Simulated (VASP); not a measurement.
**Al2O3: single point with LDA**

The system is Al2O3.

```
CELL_PARAMETERS angstrom
2.97670 0.00000 0.00000
-1.48835 2.57790 0.00000
0.00000 0.00000 7.47226
ATOMIC_POSITIONS crystal
Al 0.00000 0.00000 0.72205
Al 0.00000 0.00000 0.27795
O 0.00000 0.00000 0.50000
O 0.66667 0.33333 0.80055
O 0.33333 0.66667 0.19945
```

This cell differs from its parent crystal: volume scaled by 0.96.

| Property | Result |
| --- | --- |
| Program | VASP 6.6.1 |
| Task | single point |
| Functional | LDA |
| Potentials or basis | VASP PAW LDA potentials, release 64 (Al, O) |
| Cutoff | 520 eV |
| k mesh | 10 × 10 × 4 |
| Occupations | fermi-dirac, width 0.05 eV |
| Spin | no spin polarisation |
| Dipole correction | no |
| Further INCAR settings | ALGO = Normal; EDIFF = 1e-06; NBANDS = 20 |

| Quantity | Value |
| --- | --- |
| Pressure | -0.9 GPa |
| Largest force | 0.289 eV/Å |
| Band gap on the k mesh | 2.48 eV, direct |

Forces in eV/Å, atoms in the order of the input:
```
Al   0.000  0.000  0.289
Al   0.000  0.000 -0.289
O    0.000  0.000  0.000
O    0.000  0.000 -0.096
O    0.000  0.000  0.096
```

Stress tensor (GPa, compression positive):
```
-1.79  0.00  0.00
 0.00 -1.79  0.00
 0.00  0.00  0.79
```

Levels at points of the mesh, in eV from the valence-band top:
```tsv
k point	band 10	band 11	band 12	band 13	band 14	band 15
(0.00, 0.00, 0.00)	-2.36	0.00	0.00	2.48	4.53	7.42
(0.50, 0.00, 0.00)	-3.15	-1.84	-0.52	4.50	6.24	8.24
(0.00, 0.00, 0.50)	-3.21	0.00	0.00	3.41	3.58	8.21
(0.50, 0.00, 0.50)	-3.41	-1.76	-0.52	5.01	5.56	8.27
```

Wall time 74 s on 1 thread of AMD EPYC 7R43 64-Core Processor (Zen 3), with other jobs on the host, peak memory 0.15 GiB.

 A k mesh can miss the band edges.
